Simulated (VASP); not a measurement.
Input of a VASP 6.6.1 run:

INCAR

```
SYSTEM = As
PREC     = Accurate       ! precision mode
ENCUT    = 520            ! plane-wave cutoff, eV
EDIFF    = 1E-6           ! SCF threshold, eV
ISMEAR   = -1             ! smearing method
SIGMA    = 0.02           ! smearing width, eV
LREAL    = .False.        ! projectors in reciprocal space
LASPH    = .True.         ! aspherical terms in the spheres
NELM     = 120            ! most SCF steps
ALGO     = Normal         ! electronic algorithm
ISIF     = 2              ! what is computed and relaxed
LWAVE    = .False.        ! write WAVECAR
LCHARG   = .True.         ! write CHGCAR
LDIPOL   = .True.       
IDIPOL   = 3            
DIPOL    = 0.5 0.5 0.347
GGA      = PE             ! functional
LELF     = .True.         ! ELF
LVHAR    = .True.       
LVACPOTAV= .True.       
NBANDS   = 22             ! bands
GGA_COMPAT= .False.      
NELMDL   = -8
```

KPOINTS

```
regular mesh
0
Gamma
  12 12 1
  0 0 0
```

Contents of POSCAR:

```
As
1.0
    3.5749087740      0.0000000000      0.0000000000
   -1.7874543870      3.0959618145      0.0000000000
    0.0000000000      0.0000000000     26.4156438000
As
2
Direct
    0.3333333333      0.6666666667      0.3206196299
    0.6666666667      0.3333333333      0.3724477827
```

Potentials or basis: VASP PAW PBE potentials, release 64 (As_d).

Command:

```bash
$ cat potpaw_PBE.64/As_d/POTCAR > POTCAR
$ mpirun -np 1 vasp_std > vasp.out
```

**Question.** Estimate the band gap on the k mesh.

**Answer.** 1.68 eV, indirect (least direct gap 2.07 eV).

**Question.** What does it give for the largest force?

**Answer.** 0.423 eV/Å.

Forces in eV/Å, atoms in the order of the input:
```
As   0.000  0.000 -0.423
As   0.000  0.000  0.423
```
